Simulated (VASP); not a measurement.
Runs of VASP 6.6.1 on TiAl. The structure is that of space group P-6m2 (No. 187), or close to it. The cells are those of the table. 

| fixed moment (μB) | cell | pressure (GPa) | moment (μB) |
| --- | --- | --- | --- |
| 0.25 | a = 2.695, b = 2.695, c = 4.399 Å, angles 90.0, 90.0, 120.0°, 2 atoms | 19.2 | 0.25 |
| 0.75 | a = 2.849, b = 2.849, c = 4.650 Å, angles 90.0, 90.0, 120.0°, 2 atoms | -3.7 | 0.75 |
| 0.75 | a = 2.695, b = 2.695, c = 4.399 Å, angles 90.0, 90.0, 120.0°, 2 atoms | (a) | 0.75 |
| 0.125 | a = 2.774, b = 2.774, c = 4.528 Å, angles 90.0, 90.0, 120.0°, 2 atoms | 5.3 | 0.12 |
| 0.375 | a = 2.920, b = 2.920, c = 4.767 Å, angles 90.0, 90.0, 120.0°, 2 atoms | (b) | 0.38 |

Alike in all rows: task single point; level LDA; potentials or basis VASP PAW LDA potentials, release 64 (Ti_sv, Al); spin collinear, ferromagnetic start; k mesh 21 × 21 × 12; cutoff (eV) 520; smearing gaussian 0.15 eV.

Estimate the missing entries.

(a) 20.0; (b) -10.6.

Caveats: the total moment is fixed, so each spin has its own Fermi level.
